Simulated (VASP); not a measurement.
# NaScTe2 in VASP: notebook, part 2 of 2

VASP 6.6.1. The steps go on from the part before.

## Step 3: Single point, PBE, collinear spin, ferromagnetic start

The input, INCAR:

```
SYSTEM = NaScTe2
PREC = Accurate
ENCUT = 520
EDIFF = 1E-6
ISMEAR = 0
SIGMA = 0.1
LREAL = .FALSE.
LASPH = .TRUE.
NELM = 150
ALGO = Normal
ISIF = 2
LWAVE = .FALSE.
LCHARG = .TRUE.
ISPIN = 2
MAGMOM = 0 1 0 0
LORBIT = 11
LMAXMIX = 4
GGA = PE
LELF = .TRUE.
LVHAR = .TRUE.
NBANDS = 27
```

The input, KPOINTS:

```
Automatic mesh
0
G
  4 4 2
  0 0 0
```

The input, POSCAR:

```
NaScTe2
1.0
    4.6584325270      0.0000000000      0.0000000000
    0.0000000000      4.6584325270      0.0000000000
    0.0000000000      0.0000000000     10.0530542667
Na Sc Te
1 1 2
Direct
    0.0000000000      0.0000000000      0.0000000000
    0.5000000000      0.5000000000      0.0000000000
    0.5000000000      0.5000000000      0.2598699106
    0.5000000000      0.5000000000      0.7401300894
```

Potentials or basis: VASP PAW PBE potentials, release 64 (Na_pv, Sc_sv, Te).

Launch:

```console
> cat potpaw_PBE.64/Na_pv/POTCAR potpaw_PBE.64/Sc_sv/POTCAR potpaw_PBE.64/Te/POTCAR > POTCAR
> mpirun -np 1 vasp_std > vasp.out
```

OUTCAR:

```text
SYSTEM = NaScTe2
   PREC = Accurate
   ENCUT = 520
   EDIFF = 1E-6
   ISMEAR = 0
   LREAL = .FALSE.
   LASPH = .TRUE.
   NELM = 150
   ISIF = 2
   ISPIN = 2
   LORBIT = 11
   GGA = PE

 ion  position               nearest neighbor table
   1  0.000  0.000  0.000-
   2  0.500  0.500  0.000-   3 2.61   4 2.61
   3  0.500  0.500  0.260-   2 2.61
   4  0.500  0.500  0.740-   2 2.61

  LATTYP: Found a simple tetragonal cell.
 ALAT       =     4.6584325270
 C/A-ratio  =     2.1580336752

  Lattice vectors:

 A1 = (   4.6584325270,   0.0000000000,   0.0000000000)
 A2 = (   0.0000000000,   4.6584325270,   0.0000000000)
 A3 = (   0.0000000000,   0.0000000000,  10.0530542667)

Analysis of symmetry for initial positions (statically):
=====================================================================
 Subroutine PRICEL returns:
 Original cell was already a primitive cell.

 Routine SETGRP: Setting up the symmetry group for a
 simple tetragonal supercell.

 Subroutine GETGRP returns: Found 16 space group operations
 (whereof 16 operations were pure point group operations)
 out of a pool of 16 trial point group operations.

The static configuration has the point symmetry D_4h.

Analysis of symmetry for dynamics (positions and initial velocities):
=====================================================================
 Subroutine PRICEL returns:
 Original cell was already a primitive cell.

 Routine SETGRP: Setting up the symmetry group for a
 simple tetragonal supercell.

 Subroutine GETGRP returns: Found 16 space group operations
 (whereof 16 operations were pure point group operations)
 out of a pool of 16 trial point group operations.

The dynamic configuration has the point symmetry D_4h.

Analysis of structural, dynamic, and magnetic symmetry:
=====================================================================
[... 149 lines left out ...]

  energy without entropy =      -12.92627917  energy(sigma->0) =      -12.93885807

 E-fermi :  -0.3947     XC(G=0):  -6.2253

 val. band max:       -0.4182865112   @ k =   0.0000   0.0000   0.5000
 cond. band min:      -0.3725336530   @ k =   0.2500   0.0000   0.0000
 fundamental gap:      0.0457528582
 Fermi energy:        -0.3947111356

 spin component 1

 k-point     1 :       0.0000    0.0000    0.0000
  band No.  band energies     occupation
      1     -50.2247      1.00000
      2     -29.0654      1.00000
      3     -29.0654      1.00000
      4     -28.4966      1.00000
      5     -25.2350      1.00000
      6     -25.2350      1.00000
[... 349 lines left out ...]
     26       6.6221      0.00000
     27       6.6221      0.00000
 Fermi energy:        -0.3947111356

 spin component 2

 k-point     1 :       0.0000    0.0000    0.0000
  band No.  band energies     occupation
      1     -50.2220      1.00000
      2     -29.0629      1.00000
      3     -29.0629      1.00000
      4     -28.4931      1.00000
      5     -25.2348      1.00000
      6     -25.2348      1.00000
[... 349 lines left out ...]
     26       6.6217      0.00000
     27       6.6217      0.00000

------------------------ aborting loop because EDIFF is reached ----------------------------------------

  FORCE on cell =-STRESS in cart. coord.  units (eV):
  Direction    XX          YY          ZZ          XY          YZ          ZX
  --------------------------------------------------------------------------------------
  -------------------------------------------------------------------------------------
  Total        0.0397879      0.0397879      0.1702979      0.0000000      0.0000000     -0.0000000
  in kB        0.2922023      0.2922023      1.2506689      0.0000000      0.0000000     -0.0000000
  external PRESSURE =       0.6116911 kB  Pullay stress =       0.0000000 kB

 VOLUME and BASIS-vectors are now :
 -----------------------------------------------------------------------------
  energy-cutoff  :      520.00
  volume of cell :      218.16
      direct lattice vectors                 reciprocal lattice vectors
     4.658432527  0.000000000  0.000000000     0.214664481  0.000000000  0.000000000
     0.000000000  4.658432527  0.000000000     0.000000000  0.214664481  0.000000000
     0.000000000  0.000000000 10.053054267     0.000000000  0.000000000  0.099472257

 POSITION                                       TOTAL-FORCE (eV/Angst)
 -----------------------------------------------------------------------------------
      0.00000      0.00000      0.00000        -0.000000     -0.000000     -0.000000
      2.32922      2.32922      0.00000        -0.000000     -0.000000     -0.000000
      2.32922      2.32922      2.61249        -0.000000      0.000000      0.020025
      2.32922      2.32922      7.44057         0.000000      0.000000     -0.020025
 -----------------------------------------------------------------------------------
    total drift:                                0.000000      0.000000     -0.000000

  FREE ENERGIE OF THE ION-ELECTRON SYSTEM (eV)
  ---------------------------------------------------
  free  energy   TOTEN  =       -12.9514369769 eV

  energy  without entropy=      -12.9262791699  energy(sigma->0) =      -12.93885807

 total charge

# of ion       s       p       d       tot
------------------------------------------
    1        0.073   5.963   0.000   6.036
    2        2.242   6.144   1.036   9.422
    3        1.393   1.943   0.012   3.349
    4        1.393   1.943   0.012   3.349
--------------------------------------------------
tot          5.101  15.994   1.060  22.155

 magnetization (x)

# of ion       s       p       d       tot
------------------------------------------
    1        0.000   0.000   0.000   0.000
    2        0.000   0.000   0.003   0.003
    3       -0.000  -0.004   0.000  -0.004
    4       -0.000  -0.004   0.000  -0.004
--------------------------------------------------
tot          0.000  -0.008   0.003  -0.005
```

stdout:

```text
POSCAR found type information on POSCAR NaScTe
 POSCAR found :  3 types and       4 ions
 scaLAPACK will be used
 LDA part: xc-table for (Slater+PW92), standard interpolation
 POSCAR, INCAR and KPOINTS ok, starting setup
 FFT: planning ... GRIDC
 FFT: planning ... GRID_SOFT
 FFT: planning ... GRID
 WAVECAR not read
 entering main loop
```

Run time: 4.8 min. Hardware: 1 thread of Intel Xeon Platinum 8488C (Sapphire Rapids), shared host; peak memory 0.44 GiB.

Results:

```
Free energy                                           : -12.9514 eV
Pressure                                              : 0.1 GPa
Largest force                                         : 0.020 eV/Å
Band gap on the k mesh                                : zero (filled and empty bands overlap)
Net moment                                            : -0.01 μB per cell
Valence electrons inside the program's atomic spheres : Na 6.04; Sc 9.42; Te 3.35
```

Forces on the atoms (eV/Å):
```
Na   0.000  0.000  0.000
Sc   0.000  0.000  0.000
Te   0.000  0.000  0.020
Te   0.000  0.000 -0.020
```

Levels at points of the mesh, in eV from the Fermi level:
Spin up:
| k point | band 12 | band 13 | band 14 | band 15 | band 16 | band 17 | band 18 | band 19 |
| --- | --- | --- | --- | --- | --- | --- | --- | --- |
| (0.00, 0.00, 0.00) | -0.56 | -0.48 | -0.48 | -0.06 | -0.06 | 0.60 | 1.44 | 2.59 |
| (0.50, 0.00, 0.00) | -1.62 | -0.35 | -0.32 | 0.04 | 0.13 | 1.14 | 1.29 | 1.83 |
| (0.50, 0.50, 0.00) | -1.38 | -1.32 | -1.32 | -0.12 | 0.21 | 1.80 | 1.94 | 2.23 |
| (0.00, 0.00, 0.50) | -0.65 | -0.50 | -0.50 | -0.02 | -0.02 | 0.60 | 1.44 | 2.55 |
| (0.50, 0.00, 0.50) | -1.67 | -0.71 | -0.37 | 0.07 | 0.16 | 1.14 | 1.39 | 1.83 |
| (0.50, 0.50, 0.50) | -1.42 | -1.28 | -1.28 | -0.48 | 0.21 | 1.80 | 1.94 | 2.15 |
Spin down:
```tsv
k point	band 12	band 13	band 14	band 15	band 16	band 17	band 18	band 19
(0.00, 0.00, 0.00)	-0.56	-0.48	-0.48	-0.07	-0.07	0.60	1.44	2.59
(0.50, 0.00, 0.00)	-1.62	-0.35	-0.33	0.04	0.12	1.14	1.29	1.83
(0.50, 0.50, 0.00)	-1.38	-1.33	-1.33	-0.12	0.21	1.81	1.95	2.23
(0.00, 0.00, 0.50)	-0.65	-0.50	-0.50	-0.03	-0.03	0.60	1.44	2.55
(0.50, 0.00, 0.50)	-1.67	-0.71	-0.37	0.07	0.16	1.14	1.39	1.83
(0.50, 0.50, 0.50)	-1.42	-1.29	-1.29	-0.49	0.22	1.81	1.95	2.15
```

Caveat: spin-orbit coupling is left out, which moves the levels of the heavy elements.
